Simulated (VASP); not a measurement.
# C (Fd-3m) in VASP: single point with r2SCAN

Aim: the single point of C with r2SCAN.

Program: VASP 6.6.1. These are calculated values, not measurements. Logs are shortened: lines on timing, memory, paths and dates and some standing lists are left out, and cuts for length are marked.

### Step 1. The cell of the first run

It takes space group Fd-3m (No. 227, cubic). The conventional cell has a = 3.560 Å, b = 3.560 Å, c = 3.560 Å, α = 90.00°, β = 90.00°, γ = 90.00°. Within 2.1 Å of C (site symmetry -43m) lie 4 C at 1.54 Å.

### Step 2. Single point, r2SCAN

Input file POSCAR:

```
C
1.0
    0.0000000000      1.7801417077      1.7801417077
    1.7801417077      0.0000000000      1.7801417077
    1.7801417077      1.7801417077      0.0000000000
C
2
Direct
    0.5000000000      0.5000000000      0.5000000000
    0.7500000000      0.7500000000      0.7500000000
```

Input file INCAR.step1:

```
SYSTEM = C
  PREC = Accurate
  ENCUT = 910
  ISMEAR = 0
  SIGMA = 0.05
  LREAL = .FALSE.
  LASPH = .TRUE.
  NELM = 120
  NBANDS = 11
  GGA = PE
  ALGO = Normal
  EDIFF = 1E-5
  LWAVE = .TRUE.
  LCHARG = .FALSE.
  GGA_COMPAT = .FALSE.
```

Input file INCAR.step2:

```
SYSTEM = C
  PREC = Accurate
  ENCUT = 910
  EDIFF = 1E-6
  ISMEAR = 0
  SIGMA = 0.05
  LREAL = .FALSE.
  LASPH = .TRUE.
  NELM = 120
  ALGO = Normal
  ISIF = 2
  LWAVE = .FALSE.
  LCHARG = .FALSE.
  METAGGA = R2SCAN
  LMIXTAU = .TRUE.
  NBANDS = 11
  ISTART = 1
  GGA_COMPAT = .FALSE.
```

Input file KPOINTS:

```
regular mesh
0
G
  12 12 12
  0 0 0
```

Potentials or basis: VASP PAW PBE potentials, release 64 (C_h).

Run with:

```console
$ cat potpaw_PBE.64/C_h/POTCAR > POTCAR
$ cp INCAR.step1 INCAR
$ mpirun -np 1 vasp_std > vasp.out
$ cp INCAR.step2 INCAR
$ mpirun -np 1 vasp_std > vasp.out
```

OUTCAR:

```text
SYSTEM = C
   PREC = Accurate
   ENCUT = 910
   EDIFF = 1E-6
   ISMEAR = 0
   LREAL = .FALSE.
   LASPH = .TRUE.
   NELM = 120
   ISIF = 2
   METAGGA = R2SCAN
   ISTART = 1

 ion  position               nearest neighbor table
   1  0.500  0.500  0.500-
   2  0.750  0.750  0.750-

  LATTYP: Found a face centered cubic cell.
 ALAT       =     3.5602834154

  Lattice vectors:

 A1 = (   0.0000000000,   1.7801417077,   1.7801417077)
 A2 = (   1.7801417077,   0.0000000000,   1.7801417077)
 A3 = (   1.7801417077,   1.7801417077,   0.0000000000)

Analysis of symmetry for initial positions (statically):
=====================================================================
 Subroutine PRICEL returns:
 Original cell was already a primitive cell.

 Routine SETGRP: Setting up the symmetry group for a
 face centered cubic supercell.

 Subroutine GETGRP returns: Found 48 space group operations
 (whereof 24 operations were pure point group operations)
 out of a pool of 48 trial point group operations.

The static configuration has the point symmetry T_d .
 The point group associated with its full space group is O_h .

Analysis of symmetry for dynamics (positions and initial velocities):
=====================================================================
 Subroutine PRICEL returns:
 Original cell was already a primitive cell.

 Routine SETGRP: Setting up the symmetry group for a
 face centered cubic supercell.

 Subroutine GETGRP returns: Found 48 space group operations
 (whereof 24 operations were pure point group operations)
 out of a pool of 48 trial point group operations.

The dynamic configuration has the point symmetry T_d .
 The point group associated with its full space group is O_h .

 Subroutine INISYM returns: Found 48 space group operations
 (whereof 24 operations are pure point group operations),
 and found     1 'primitive' translations

----------------------------------------------------------------------------------------

                                     Primitive cell

  volume of cell :      11.2822

  direct lattice vectors                    reciprocal lattice vectors
     0.000000000  1.780141708  1.780141708    -0.280876516  0.280876516  0.280876516
     1.780141708  0.000000000  1.780141708     0.280876516 -0.280876516  0.280876516
     1.780141708  1.780141708  0.000000000     0.280876516  0.280876516 -0.280876516

  length of vectors
     2.517500546  2.517500546  2.517500546     0.486492396  0.486492396  0.486492396

  position of ions in fractional coordinates (direct lattice)
     0.500000000  0.500000000  0.500000000
     0.750000000  0.750000000  0.750000000

  ion indices of the primitive-cell ions
   primitive index   ion index
                 1           1
                 2           2

----------------------------------------------------------------------------------------

 KPOINTS: regular mesh

Automatic generation of k-mesh.
 Grid dimensions read from file:
 generate k-points for:   12   12   12

 Generating k-lattice:

  Cartesian coordinates                     Fractional coordinates (reciprocal lattice)
    -0.023406376  0.023406376  0.023406376     0.083333333  0.000000000  0.000000000
     0.023406376 -0.023406376  0.023406376     0.000000000  0.083333333  0.000000000
     0.023406376  0.023406376 -0.023406376     0.000000000  0.000000000  0.083333333

  Length of vectors
     0.040541033  0.040541033  0.040541033

  Shift w.r.t. Gamma in fractional coordinates (k-lattice)
     0.000000000  0.000000000  0.000000000

 Subroutine IBZKPT returns following result:
 ===========================================

 Found     72 irreducible k-points:

 Following reciprocal coordinates:
            Coordinates               Weight
  0.000000  0.000000  0.000000      1.000000
  0.083333  0.000000  0.000000      8.000000
  0.166667  0.000000  0.000000      8.000000
  0.250000  0.000000  0.000000      8.000000
  0.333333  0.000000  0.000000      8.000000
  0.416667  0.000000  0.000000      8.000000
[... 16 lines left out ...]
  0.500000  0.166667  0.000000     24.000000
 -0.416667  0.166667  0.000000     24.000000
 [... further k-points ...]
   k-points           NKPTS =     72   k-points in BZ     NKDIM =     72   number of bands    NBANDS=     11
   number of dos      NEDOS =    301   number of ions     NIONS =      2
   total plane-waves  NPLWV =  21952
   dimension x,y,z NGX =    28 NGY =   28 NGZ =   28
   dimension x,y,z NGXF=    56 NGYF=   56 NGZF=   56
   ions per type =               2
   NGX,Y,Z   is equivalent  to a cutoff of  18.49, 18.49, 18.49 a.u.
   NGXF,Y,Z  is equivalent  to a cutoff of  36.98, 36.98, 36.98 a.u.
 SYSTEM =  C
   PREC   = accura    normal or accurate (medium, high low for compatibility)
   ISTART =      1    job   : 0-new  1-cont  2-samecut
   ICHARG =      0    charge: 1-file 2-atom 10-const
   ISPIN  =      1    spin polarized calculation?
   LNONCOLLINEAR =      F non collinear calculations
   LSORBIT =      F    spin-orbit coupling
   LASPH  =      T    aspherical Exc in radial PAW
   ENCUT  =  910.0 eV  66.88 Ry    8.18 a.u.   6.19  6.19  6.19*2*pi/ulx,y,z
   NELM   =    120;   NELMIN=  2; NELMDL=  0     # of ELM steps
   EDIFF  = 0.1E-05   stopping-criterion for ELM
   LREAL  =      F    real-space projection
   EDIFFG = 0.1E-04   stopping-criterion for IOM
   NSW    =      0    number of steps for IOM
   IBRION =     -1    ionic relax: 0-MD 1-quasi-New 2-CG
   NFREE  =      0    steps in history (QN), initial steepest desc. (CG)
   ISIF   =      2    stress and relaxation
   ISYM   =      2    0-nonsym 1-usesym 2-fastsym
   POTIM  = 0.5000    time-step for ionic-motion
   TEBEG  =    0.0;   TEEND  =   0.0 temperature during run
   PSTRESS=    0.0 pullay stress
   NELECT =       8.0000    total number of electrons
   NUPDOWN=      -1.0000    fix difference up-down
   EMIN   =  10.00;   EMAX   =-10.00  energy-range for DOS
   EFERMI =   0.00;   METHOD = LEGACY
   ISMEAR =     0;   SIGMA  =   0.05  broadening in eV -4-tet -1-fermi 0-gaus
   EFERMI_NEDOS =   21; number of points for ismear=-14 and -15
   IALGO  =     38    algorithm
   IMIX   =      4    mixing-type and parameters
     AMIX     =   0.40;   BMIX     =  1.00
     AMIX_MAG =   1.60;   BMIX_MAG =  1.00
  volume/ion in A,a.u.               =       5.64        38.07
  Fermi-wavevector in a.u.,A,eV,Ry     =   1.459846  2.758708 28.996044  2.131149
  Thomas-Fermi vector in A             =   2.576365
   LORBIT       =      0    0 simple, 1 ext, 2 COOP (PROOUT), +10 PAW based schemes
   METAGGA = R2SCAN    functional components
   LHFCALC =     F    Hartree Fock is set to
   AEXX    =    0.0000 exact exchange contribution
   IVDW    =     0    specifies the selected vdW correction
   LEPSILON=     F    determine dielectric tensor
   LRPA    =     F    only Hartree local field effects (RPA)
 non-spin polarized calculation
 Gauss-broadening in eV      SIGMA  =   0.05
  energy-cutoff  :      910.00
  volume of cell :       11.28
 maximum number of plane-waves:       725
 NGX is ok and might be reduce to    28
   NGX = 13   NGY = 13   NGZ = 13

 number of electron       8.0000000 magnetization

 Free energy of the ion-electron system (eV)
  ---------------------------------------------------
  ext. energy  EPLUGINS =         0.00000000
  ---------------------------------------------------
  free energy    TOTEN  =       -19.71949934 eV

  energy without entropy =      -19.71949934  energy(sigma->0) =      -19.71949934

 E-fermi :  11.3669     XC(G=0): -14.2999

 val. band max:       10.9937891567   @ k =   0.0000   0.0000   0.0000
 cond. band min:      15.3812497096   @ k =   0.3333   0.3333   0.0000
 fundamental gap:      4.3874605529
 Fermi energy:        11.3669231242

 k-point     1 :       0.0000    0.0000    0.0000
  band No.  band energies     occupation
      1     -11.7504      2.00000
      2      10.9938      2.00000
      3      10.9938      2.00000
      4      10.9938      2.00000
      5      16.8882      0.00000
      6      16.8882      0.00000
      7      16.8882      0.00000
      8      24.9774      0.00000
      9      31.4687      0.00000
     10      38.4072      0.00000
     11      38.4072      0.00000

 k-point     2 :       0.0833    0.0000    0.0000
  band No.  band energies     occupation
      1     -11.5488      2.00000
      2       9.6786      2.00000
      3      10.6492      2.00000
      4      10.6492      2.00000
      5      17.3415      0.00000
      6      17.3415      0.00000
      7      17.6562      0.00000
      8      25.1771      0.00000
      9      31.8147      0.00000
     10      36.3697      0.00000
     11      36.3697      0.00000

 k-point     3 :       0.1667    0.0000    0.0000
  band No.  band energies     occupation
      1     -10.9470      2.00000
      2       6.9831      2.00000
      3       9.9024      2.00000
      4       9.9024      2.00000
      5      18.3245      0.00000
      6      18.3245      0.00000
      7      18.8003      0.00000
      8      25.7510      0.00000
      9      32.5362      0.00000
     10      34.7268      0.00000
     11      34.7268      0.00000
[... 267 lines left out ...]
 k-point    23 :       0.5000    0.1667    0.0000
  band No.  band energies     occupation
      1      -5.7564      2.00000
      2      -1.7122      2.00000
      3       5.6805      2.00000
      4       6.7804      2.00000
      5      18.4906      0.00000
      6      22.3584      0.00000
      7      22.8329      0.00000
      8      26.2029      0.00000
      9      32.3799      0.00000
     10      36.2997      0.00000
     11      38.9133      0.00000

 k-point    24 :      -0.4167    0.1667    0.0000
  band No.  band energies     occupation
      1      -5.3276      2.00000
      2      -2.2320      2.00000
      3       5.1692      2.00000
      4       7.1802      2.00000
      5      18.9527      0.00000
      6      21.8314      0.00000
      7      22.8079      0.00000
      8      27.4847      0.00000
      9      31.6101      0.00000
     10      36.3134      0.00000
     11      37.1139      0.00000

 [... further k-points ...]

------------------------ aborting loop because EDIFF is reached ----------------------------------------

  FORCE on cell =-STRESS in cart. coord.  units (eV):
  Direction    XX          YY          ZZ          XY          YZ          ZX
  --------------------------------------------------------------------------------------
  -------------------------------------------------------------------------------------
  Total       -0.0595755     -0.0595755     -0.0595755      0.0000000     -0.0000000     -0.0000000
  in kB       -8.4602803     -8.4602803     -8.4602803      0.0000000     -0.0000000     -0.0000000
  external PRESSURE =      -8.4602803 kB  Pullay stress =       0.0000000 kB

 VOLUME and BASIS-vectors are now :
 -----------------------------------------------------------------------------
  energy-cutoff  :      910.00
  volume of cell :       11.28
      direct lattice vectors                 reciprocal lattice vectors
     0.000000000  1.780141708  1.780141708    -0.280876516  0.280876516  0.280876516
     1.780141708  0.000000000  1.780141708     0.280876516 -0.280876516  0.280876516
     1.780141708  1.780141708  0.000000000     0.280876516  0.280876516 -0.280876516

 POSITION                                       TOTAL-FORCE (eV/Angst)
 -----------------------------------------------------------------------------------
      1.78014      1.78014      1.78014        -0.000000     -0.000000     -0.000000
      2.67021      2.67021      2.67021         0.000000      0.000000      0.000000
 -----------------------------------------------------------------------------------
    total drift:                                0.000000      0.000000     -0.000000

  FREE ENERGIE OF THE ION-ELECTRON SYSTEM (eV)
  ---------------------------------------------------
  free  energy   TOTEN  =       -19.7194993356 eV

  energy  without entropy=      -19.7194993356  energy(sigma->0) =      -19.71949934
```

Wall time 2.1 min (1 thread of AMD EPYC 7R43 (Zen 3), shared host); peak memory 0.12 GiB.

Results:

- Free energy: -19.7195 eV
- Pressure: -0.8 GPa
- Band gap on the k mesh: 4.39 eV (least direct gap 5.89 eV)

Levels at points of the mesh, in eV from the valence-band top:
```csv
k point,band 1,band 2,band 3,band 4,band 5,band 6,band 7,band 8,band 9
"(0.00, 0.00, 0.00)",-22.74,0.00,0.00,0.00,5.89,5.89,5.89,13.98,20.47
"(0.50, 0.00, 0.00)",-16.77,-14.08,-2.98,-2.98,8.94,8.94,9.23,16.78,23.29
"(0.50, 0.50, 0.00)",-13.60,-13.60,-6.67,-6.67,5.04,5.04,18.00,18.00,24.73
```

Caveat: the cutoff is under 1.25 times the usual one of these potentials, so pressure, stress and relaxed cells hold a basis-set (Pulay) error; the PAW data sets were made with another functional, which shifts forces and pressure a little.
